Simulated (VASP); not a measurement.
Wanted: the native input for a VASP 6.6.1 run.

* Task: single point
* Functional: LDA
* Potentials or basis: VASP PAW LDA potentials, release 64 (Li_sv)
* Cutoff: 520 eV
* k mesh: 14 × 14 × 7
* Occupations: fermi-dirac, width 0.1 eV
* Spin: no spin polarisation
* Dipole correction: no
* Further INCAR settings: ALGO = Normal; EDIFF = 1e-06; NBANDS = 10

The structure of Li lies in POSCAR:

```
Li
1.0
    3.1123947401      0.0000000000      0.0000000000
   -1.5561973700      2.6954129115      0.0000000000
    0.0000000000      0.0000000000      5.0771811703
Li
2
Direct
    0.3333333333      0.6666666667      0.2500000000
    0.6666666667      0.3333333333      0.7500000000
```

This cell differs from its parent crystal: volume scaled by 1.12.

The input as run:

INCAR

```
SYSTEM = Li
PREC     = Accurate       ! precision mode
ENCUT    = 520            ! plane-wave cutoff, eV
EDIFF    = 1E-6           ! SCF threshold, eV
ISMEAR   = -1             ! smearing method
SIGMA    = 0.1            ! smearing width, eV
LREAL    = .False.        ! projectors in reciprocal space
LASPH    = .True.         ! aspherical terms in the spheres
NELM     = 80             ! most SCF steps
ALGO     = Normal         ! electronic algorithm
ISIF     = 2              ! what is computed and relaxed
LWAVE    = .False.        ! write WAVECAR
LCHARG   = .False.        ! write CHGCAR
NBANDS   = 10             ! bands
```

KPOINTS

```
Automatic mesh
0
Gamma
  14 14 7
  0 0 0
```

Potentials or basis: VASP PAW LDA potentials, release 64 (Li_sv).

The run is started by

```console
$ cat potpaw_LDA.64/Li_sv/POTCAR > POTCAR
$ mpirun -np 1 vasp_std > vasp.out
```

It gave:

| Quantity | Value |
| --- | --- |
| Band gap on the k mesh | zero (band 3 reaches 2.20 eV, above the bottom of band 4 at -1.57 eV) |

Wall time 46 s on 1 thread of AMD EPYC 7R13, with other jobs on the host, peak memory 0.12 GiB.
